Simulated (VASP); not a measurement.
Write the native input for VASP 6.6.1 that does the following.

| Item | Value |
| --- | --- |
| Task | single point |
| Functional | LDA |
| Potentials or basis | VASP PAW LDA potentials, release 64 (Hf_pv, Ge_d) |
| Cutoff | 500 eV |
| k mesh | 6 × 6 × 6 |
| Occupations | gaussian, width 0.05 eV |
| Spin | no spin polarisation |
| Dipole correction | no |
| Further INCAR settings | ALGO = Normal; EDIFF = 1e-06; NBANDS = 19 |

The structure of HfGe lies in POSCAR:

```
HfGe
1.0
    3.3463221602      0.0000000000      0.0000000000
    0.0000000000      3.3463221602      0.0000000000
    0.0000000000      0.0000000000      3.3463221602
Hf Ge
1 1
Direct
    0.0000000000      0.0000000000      0.0000000000
    0.5000000000      0.5000000000      0.5000000000
```

These files were run (other wordings do the same):

INCAR

```
SYSTEM = HfGe
ALGO = Normal
EDIFF = 1E-6
ENCUT = 500
GGA_COMPAT = .FALSE.
ISIF = 2
ISMEAR = 0
LASPH = .TRUE.
LCHARG = .FALSE.
LREAL = .FALSE.
LWAVE = .FALSE.
NBANDS = 19
NELM = 120
PREC = Accurate
SIGMA = 0.05
```

KPOINTS

```
k-points
0
G
  6 6 6
  0 0 0
```

Potentials or basis: VASP PAW LDA potentials, release 64 (Hf_pv, Ge_d).

The run is started by

```bash
$ cat potpaw_LDA.64/Hf_pv/POTCAR potpaw_LDA.64/Ge_d/POTCAR > POTCAR
$ mpirun -np 1 vasp_std > vasp.out
```

It gave:

- Pressure: -8.1 GPa
- Band gap on the k mesh: zero (band 12 reaches 8.22 eV, above the bottom of band 13 at 5.84 eV)

Caveat: spin-orbit coupling is left out, which moves the levels of the heavy elements.

Wall time 3.6 s on 1 thread of Intel(R) Xeon(R) 6975P-C (Granite Rapids), on a shared host, peak memory 0.13 GiB.
